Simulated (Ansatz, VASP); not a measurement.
## Two plane-wave programs on AlN

```
Al N
1.0
     3.10669    0.00000    0.00000
    -1.55335    2.69048    0.00000
     0.00000    0.00000    4.97859
Al N
2 2
Direct
  0.33333 0.66667 0.99670
  0.66667 0.33333 0.49670
  0.33333 0.66667 0.37830
  0.66667 0.33333 0.87830
```

Alike in both runs: task single point; functional PBE; k mesh 12 × 12 × 6; occupations fermi-dirac, width 0.02 eV; no spin polarisation.

```csv
,VASP,Ansatz
version,VASP 6.6.1,Ansatz 0.2.0
potentials or method,"VASP PAW PBE potentials, release 64 (Al, N)","plane waves, PAW"
plane-wave cutoff (eV),600,420
valence electrons in the cell,16,16
```

|  | VASP | Ansatz | Ansatz less VASP |
| --- | --- | --- | --- |
| gap on the k mesh at the Fermi level (eV) | 4.24 | 4.23 | -0.011 |
| pressure (GPa) | 4.3 | 4.6 | +0.37 |
| traceless stress, the component that is largest in VASP (GPa) | -0.10 | -0.14 | -0.041 |
| rms of the force components (eV/Å) | 0.005 | 0.005 | +0.0002 |

Atom by atom the forces differ by 0.000 eV/Å (rms over components).
